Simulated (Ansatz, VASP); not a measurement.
One calculation of Ir, two programs

```xyz
1
Lattice="0.0000 1.8604 1.8604 1.8604 0.0000 1.8604 1.8604 1.8604 0.0000" Properties=species:S:1:pos:R:3 pbc="T T T"
Ir    0.0000    0.0000    0.0000
```

Alike in both runs: task single point; functional revPBE; k mesh 23 × 23 × 23; occupations fermi-dirac, width 0.05 eV; collinear spin.

```csv
,VASP,Ansatz
version,VASP 6.6.1,Ansatz 0.2.0
potentials or method,"VASP PAW PBE potentials, release 64 (Ir), cutoff 520 eV","plane waves (420 eV) with PAW, scalar-relativistic"
valence electrons in the cell,9,17
```

```tsv
	VASP	Ansatz	Ansatz less VASP
net moment per atom (μB)	0.00	0.00	0.000
```

VASP's potentials were made for PBE, not for revPBE. VASP's potentials hold 9 valence electrons a cell and Ansatz's 17, so a difference there can come from the potentials and not from the codes. Ansatz's warnings: seeded moment not kept.

Spin-orbit coupling is off throughout.
